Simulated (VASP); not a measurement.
Wanted: the native input for a VASP 6.6.1 run.

| Property | Result |
| --- | --- |
| Task | single point |
| Functional | PBE |
| Potentials or basis | VASP PAW PBE potentials, release 64 (Eu, Co, Si) |
| Cutoff | 520 eV |
| k mesh | 8 × 8 × 3 |
| Occupations | fermi-dirac, width 0.05 eV |
| Spin | collinear spin, ferromagnetic start |
| Starting moments | [7.0, 7.0, 2.0, 0.0, 0.0, 0.0] μB |
| Dipole correction | no |
| Further INCAR settings | ALGO = Normal; EDIFF = 1e-07; NBANDS = 40 |

The structure of Eu2CoSi3 lies in POSCAR:

```
Eu2CoSi3
1.0
    4.0856632581      0.0000000000      0.0000000000
   -2.0428316291      3.5382881729      0.0000000000
    0.0000000000      0.0000000000      8.9462878461
Eu Co Si
2 1 3
Direct
    0.6666666667      0.3333333333      0.2602240000
    0.6666666667      0.3333333333      0.7397760000
    0.0000000000      0.0000000000      0.5000000000
    0.3333333333      0.6666666667      0.0000000000
    0.3333333333      0.6666666667      0.5000000000
    0.0000000000      0.0000000000      0.0000000000
```

One way to write it, as run:

INCAR

```
SYSTEM = Eu2CoSi3
PREC = Accurate ; ENCUT = 520
EDIFF = 1E-7 ; ISMEAR = -1
SIGMA = 0.05 ; LREAL = .FALSE.
LASPH = .TRUE. ; NELM = 150
ALGO = Normal ; ISIF = 2
LWAVE = .FALSE. ; LCHARG = .FALSE.
ISPIN = 2 ; MAGMOM = 7 7 2 0 0 0
LORBIT = 11 ; LMAXMIX = 6
GGA = PE ; NBANDS = 40
```

KPOINTS

```
Automatic mesh
0
G
  8 8 3
  0 0 0
```

Potentials or basis: VASP PAW PBE potentials, release 64 (Eu, Co, Si).

Run with:

```console
$ cat potpaw_PBE.64/Eu/POTCAR potpaw_PBE.64/Co/POTCAR potpaw_PBE.64/Si/POTCAR > POTCAR
$ mpirun -np 1 vasp_std > vasp.out
```

Results of the run:

The pressure is -4.6 GPa, the largest force is 0.055 eV/Å and the net moment is 13.56 μB per cell. The site moments are Eu +6.47; Co -0.15; Si -0.01, -0.02 (each value once) μB and the valence electrons inside the program's atomic spheres are Eu 14.69; Co 8.21; Si 1.64.

Caveat: the cell stands under tension.

It took 11 min on 1 thread of Intel(R) Xeon(R) Platinum 8488C (Sapphire Rapids), on a shared host, peak memory 0.41 GiB.
